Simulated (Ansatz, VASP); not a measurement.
## SiGe: VASP beside Ansatz

File INCAR:

```
ALGO     = Normal         # electronic algorithm
EDIFF    = 1E-7           # SCF threshold, eV
ENCUT    = 520            # plane-wave cutoff, eV
GGA      = CA             # functional
ISIF     = 2              # what is computed and relaxed
ISMEAR   = 0              # smearing method
LASPH    = T              # aspherical terms in the spheres
LCHARG   = T              # write CHGCAR
LELF     = T              # ELF
LREAL    = F              # projectors in reciprocal space
LVHAR    = T            
LWAVE    = F              # write WAVECAR
NBANDS   = 26             # bands
NELM     = 100            # most SCF steps
PREC     = Accurate       # precision mode
SIGMA    = 0.03           # smearing width, eV
```

The input KPOINTS:

```
k-points
0
Gamma
  12 12 6
```

POSCAR

```
SiGe
1.0
    3.6896195947      0.0000000000      0.0000000000
   -1.8448097973      3.1953042993      0.0000000000
    0.0000000000      0.0000000000      7.3146708464
Si Ge
2 2
Direct
    0.6666666667      0.3333333333      0.8745031008
    0.3333333333      0.6666666667      0.3745031008
    0.6666666667      0.3333333333      0.5004958992
    0.3333333333      0.6666666667      0.0004958992
```

Input for Ansatz:

```yaml
crystal:
  lattice:
    - [3.6896195947, 0.0, 0.0]
    - [-1.8448097973, 3.1953042993, 0.0]
    - [0.0, 0.0, 7.3146708464]
  atoms:
    - { symbol: Si, position: [0.6666666667, 0.3333333333, 0.8745031008] }
    - { symbol: Si, position: [0.3333333333, 0.6666666667, 0.3745031008] }
    - { symbol: Ge, position: [0.6666666667, 0.3333333333, 0.5004958992] }
    - { symbol: Ge, position: [0.3333333333, 0.6666666667, 0.0004958992] }
basis:
  ecutwfc: 420
kpoints:
  mp_grid: { grid: [12, 12, 6] }
hamiltonian:
  xc: lda
  pseudopotentials: { kind: paw, azcp: { folder: soft_1 } }
scf:
  occupations: { method: gaussian, width: 0.03 }
output:
  forces: true
  stress: true
  eigenvalues: true
```

Alike in both runs: task single point; functional LDA; k mesh 12 × 12 × 6; occupations gaussian, width 0.03 eV; no spin polarisation.

```csv
,VASP,Ansatz
version,VASP 6.6.1,Ansatz 0.2.0
potentials or method,"VASP PAW LDA potentials, release 64 (Si, Ge_d), cutoff 520 eV","scalar-relativistic, plane waves, PAW"
valence electrons in the cell,36,36
```

Ansatz gave:

* gap on the k mesh at the Fermi level (eV): none
* pressure (GPa): 0.6
* traceless stress, the component that is largest in VASP (GPa): -16.07
* rms of the force components (eV/Å): 0.426

Task: Estimate VASP's values.

Result: gap on the k mesh at the Fermi level (eV): none; pressure (GPa): 0.7; traceless stress, the component that is largest in VASP (GPa): -16.17; rms of the force components (eV/Å): 0.431.

Ansatz warns that its potentials were made for another functional, while VASP's fit it. LDA's correlation is that of Perdew and Zunger in VASP and of Perdew and Wang (1992) in Ansatz. Atom by atom the forces differ by 0.005 eV/Å (rms over components). A gap of «none» marks a metal or a gap that the smearing closes.
